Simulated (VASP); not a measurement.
# BN (P1) in VASP: notebook

The runs below take BN through single point, with PBE+D3(BJ).

All numbers are computed with VASP 6.6.1; they aren't measurements. Logs are shortened: lines on timing, memory, paths and dates and some standing lists are left out, and cuts for length are marked.

### Step 1. The cell of the first run

The typed cell holds 16 atoms: a = 5.106 Å, b = 5.106 Å, c = 6.792 Å, α = 90.00°, β = 90.00°, γ = 120.00°.

### Step 2. Single point, PBE+D3(BJ) (dynamics (nvt langevin) at 1800 K, volume x 1.06, from the last frame before)

Contents of INCAR:

```
SYSTEM = BN
  PREC = Accurate
  ENCUT = 520
  EDIFF = 1E-7
  ISMEAR = -1
  SIGMA = 0.1551
  LREAL = Auto
  LASPH = .TRUE.
  NELM = 100
  ALGO = Normal
  ISIF = 2
  LWAVE = .FALSE.
  LCHARG = .FALSE.
  GGA = PE
  IVDW = 12
  NBANDS = 46
```

Contents of KPOINTS:

```
Automatic mesh
0
Gamma
  3 3 2
  0 0 0.5
```

Contents of POSCAR:

```
BN
1.0
    2.5531020490     -4.4221024657      0.0000000000
    2.5531020489      4.4221024657      0.0000000000
    0.0000000000      0.0000000000      6.7918449327
B N
8 8
Direct
    0.3721976663      0.1921052767      0.2478307465
    0.8899374730      0.1800170167      0.2521510749
    0.3775100629      0.6750859355      0.2460949884
    0.8901883899      0.6886317758      0.2430544302
    0.6643951415      0.3234686225      0.7661566263
    0.2226744882      0.3644403122      0.7309925431
    0.7195144495      0.8654660653      0.7823834396
    0.1774595937      0.8253197512      0.7601005399
    0.3513932042      0.1657134271      0.7460202714
    0.8870830207      0.2269590135      0.7520313038
    0.3825782903      0.7027841225      0.7799858584
    0.8585781175      0.6532764523      0.7790305951
    0.7122726766      0.3379740228      0.2365486868
    0.1836138490      0.3488443034      0.2911161871
    0.7089075140      0.8424930662      0.2651083789
    0.2131855247      0.8511044833      0.2231785347
```

Potentials or basis: VASP PAW PBE potentials, release 64 (B, N).

The run is started by

```sh
$ cat potpaw_PBE.64/B/POTCAR potpaw_PBE.64/N/POTCAR > POTCAR
$ mpirun -np 1 vasp_std > vasp.out
```

OUTCAR:

```text
SYSTEM = BN
   PREC = Accurate
   ENCUT = 520
   EDIFF = 1E-7
   ISMEAR = -1
   LREAL = Auto
   LASPH = .TRUE.
   NELM = 100
   ISIF = 2
   GGA = PE
   IVDW = 12
 IVDW          = 12

 ion  position               nearest neighbor table
   1  0.372  0.192  0.248-  13 1.51  16 1.52  14 1.56
   2  0.890  0.180  0.252-  14 1.33  13 1.49  15 1.50
   3  0.378  0.675  0.246-  15 1.47  14 1.48  16 1.51
   4  0.890  0.689  0.243-  16 1.43  15 1.49  13 1.55
   5  0.664  0.323  0.766-   9 1.39  10 1.45  12 1.47
   6  0.223  0.364  0.731-   9 1.46  10 1.50  11 1.53
[... 8 lines left out ...]
  15  0.709  0.842  0.265-   3 1.47   4 1.49   2 1.50
  16  0.213  0.851  0.223-   4 1.43   3 1.51   1 1.52

  LATTYP: Found a hexagonal cell.
 ALAT       =     5.1062040979
 C/A-ratio  =     1.3301162277

  Lattice vectors:

 A1 = (   2.5531020490,  -4.4221024657,   0.0000000000)
 A2 = (   2.5531020489,   4.4221024657,   0.0000000000)
 A3 = (   0.0000000000,   0.0000000000,   6.7918449327)

Analysis of symmetry for initial positions (statically):
=====================================================================
 Subroutine PRICEL returns:
 Original cell was already a primitive cell.

 Routine SETGRP: Setting up the symmetry group for a
 hexagonal supercell.

 Subroutine GETGRP returns: Found  1 space group operations
 (whereof  1 operations were pure point group operations)
 out of a pool of 24 trial point group operations.

The static configuration has the point symmetry C_1 .

Analysis of symmetry for dynamics (positions and initial velocities):
=====================================================================
 Subroutine PRICEL returns:
 Original cell was already a primitive cell.

 Routine SETGRP: Setting up the symmetry group for a
 hexagonal supercell.

 Subroutine GETGRP returns: Found  1 space group operations
 (whereof  1 operations were pure point group operations)
 out of a pool of 24 trial point group operations.

The dynamic configuration has the point symmetry C_1 .

 Subroutine INISYM returns: Found  1 space group operations
 (whereof  1 operations are pure point group operations),
 and found     1 'primitive' translations

----------------------------------------------------------------------------------------

                                     Primitive cell

  volume of cell :     153.3609

  direct lattice vectors                    reciprocal lattice vectors
     2.553102049 -4.422102466  0.000000000     0.195840194 -0.113068389  0.000000000
     2.553102049  4.422102466  0.000000000     0.195840194  0.113068389  0.000000000
[... 104 lines left out ...]
   ISYM   =      2    0-nonsym 1-usesym 2-fastsym
   POTIM  = 0.5000    time-step for ionic-motion
   TEBEG  =    0.0;   TEEND  =   0.0 temperature during run
   PSTRESS=    0.0 pullay stress
   NELECT =      64.0000    total number of electrons
   NUPDOWN=      -1.0000    fix difference up-down
   EMIN   =  10.00;   EMAX   =-10.00  energy-range for DOS
   EFERMI =   0.00;   METHOD = LEGACY
   ISMEAR =    -1;   SIGMA  =   0.16  broadening in eV -4-tet -1-fermi 0-gaus
   EFERMI_NEDOS =   21; number of points for ismear=-14 and -15
   IALGO  =     38    algorithm
   IMIX   =      4    mixing-type and parameters
     AMIX     =   0.40;   BMIX     =  1.00
     AMIX_MAG =   1.60;   BMIX_MAG =  1.00
  volume/ion in A,a.u.               =       9.59        64.68
  Fermi-wavevector in a.u.,A,eV,Ry     =   1.223385  2.311863 20.363452  1.496672
  Thomas-Fermi vector in A             =   2.358498
   LORBIT       =      0    0 simple, 1 ext, 2 COOP (PROOUT), +10 PAW based schemes
   GGA     = PE    functional components
   LHFCALC =     F    Hartree Fock is set to
   AEXX    =    0.0000 exact exchange contribution
   IVDW    =    12    specifies the selected vdW correction
   LEPSILON=     F    determine dielectric tensor
   LRPA    =     F    only Hartree local field effects (RPA)
 non-spin polarized calculation
  energy-cutoff  :      520.00
  volume of cell :      153.36
 maximum number of plane-waves:      4147
 NGX is ok and might be reduce to    40
   NGX = 19   NGY = 19   NGZ = 25

 number of electron      63.9999996 magnetization

 Free energy of the ion-electron system (eV)
  ---------------------------------------------------
  ext. energy  EPLUGINS =         0.00000000
  ---------------------------------------------------
  free energy    TOTEN  =      -137.04652937 eV

  energy without entropy =     -137.04651541  energy(sigma->0) =     -137.04652239

 E-fermi :   3.9415     XC(G=0):  -9.8424

 val. band max:        2.0006433423   @ k =   0.0000   0.0000   0.2500
 cond. band min:       5.7136079724   @ k =   0.0000   0.0000   0.2500
 fundamental gap:      3.7129646301
 Fermi energy:         3.9415156913

 k-point     1 :       0.0000    0.0000    0.2500
  band No.  band energies     occupation
      1     -15.5689      2.00000
      2     -15.3271      2.00000
      3     -13.0398      2.00000
      4     -12.8730      2.00000
      5     -12.4906      2.00000
      6     -12.3291      2.00000
[... 412 lines left out ...]
     43      11.1009      0.00000
     44      12.2077      0.00000
 [bands above 44 left out]

------------------------ aborting loop because EDIFF is reached ----------------------------------------

 Edisp (eV)   -2.11540

 E8    (eV) :    -0.6184

  FORCE on cell =-STRESS in cart. coord.  units (eV):
  Direction    XX          YY          ZZ          XY          YZ          ZX
  --------------------------------------------------------------------------------------
  -------------------------------------------------------------------------------------
  Total     -14.97939   -18.40486    -2.28302    -3.33716    -1.68795     1.94954
  in kB    -156.49122  -192.27742   -23.85093   -34.86367   -17.63416    20.36706
  external pressure =     -124.21 kB  Pullay stress =        0.00 kB

 VOLUME and BASIS-vectors are now :
 -----------------------------------------------------------------------------
  energy-cutoff  :      520.00
  volume of cell :      153.36
      direct lattice vectors                 reciprocal lattice vectors
     2.553102049 -4.422102466  0.000000000     0.195840194 -0.113068389  0.000000000
     2.553102049  4.422102466  0.000000000     0.195840194  0.113068389  0.000000000
     0.000000000  0.000000000  6.791844933     0.000000000  0.000000000  0.147235399

 POSITION                                       TOTAL-FORCE (eV/Angst)
 -----------------------------------------------------------------------------------
      1.44072     -0.79639      1.68323        -0.205990     -1.942502      0.356449
      2.73170     -3.13934      1.71257        -5.412949      3.943930      0.102322
      2.68739      1.31591      1.67144         0.608132      1.844886      0.986426
      4.03089     -0.89130      1.65079        -2.526478     -0.112844      0.075294
      2.52212     -1.50761      5.20362         4.052660     -1.847524     -0.478357
      1.49896      0.62690      4.96479        -0.654495      2.503183      2.823036
[... 8 lines left out ...]
      3.96088      0.59073      1.80057         0.319229     -0.906553     -1.121323
      2.71724      2.82094      1.51579         0.973614      0.159857      0.939126
 -----------------------------------------------------------------------------------
    total drift:                                0.000646     -0.002205      0.000427

  FREE ENERGIE OF THE ION-ELECTRON SYSTEM (eV)
  ---------------------------------------------------
  free  energy   TOTEN  =      -139.1619301764 eV

  energy  without entropy=     -139.1619162165  energy(sigma->0) =     -139.16192320
```

stdout:

```text
POSCAR found type information on POSCAR B N
 POSCAR found :  2 types and      16 ions
 scaLAPACK will be used
 LDA part: xc-table for (Slater+PW92), standard interpolation
 POSCAR, INCAR and KPOINTS ok, starting setup
 FFT: planning ... GRIDC
 FFT: planning ... GRID_SOFT
 FFT: planning ... GRID
 WAVECAR not read
 entering main loop
```

Wall time 50 s (1 thread of Intel Xeon 6975P-C (Granite Rapids), shared host); peak memory 0.29 GiB.

What came out:

```yaml
Free_energy: -139.1619 eV
Pressure: -12.4 GPa
Largest_force: 7.937 eV/Å
Band_gap_on_the_k_mesh: 3.71 eV, direct
Dispersion_energy_per_atom: -0.132 eV
```

Forces on the atoms (eV/Å):
```
B   -0.206 -1.943  0.356
B   -5.413  3.944  0.102
B    0.608  1.845  0.986
B   -2.526 -0.113  0.075
B    4.053 -1.848 -0.478
B   -0.654  2.503  2.823
B    0.130  0.530 -1.596
B    2.046 -0.804  0.665
N   -1.260  1.227 -0.177
N   -4.489 -4.623  0.308
N   -0.930 -1.990 -1.425
N    1.081  4.954 -0.267
N    0.767  2.577  0.339
N    5.502 -5.513 -1.529
N    0.319 -0.907 -1.121
N    0.974  0.160  0.939
```

Caveat: the k points lie up to 0.47 Å⁻¹ apart; forces of over 1 eV/Å act on the atoms, so gaps and moduli don't describe the material at rest. A k mesh can miss the band edges.

(Part 1 of 2 ends here.)
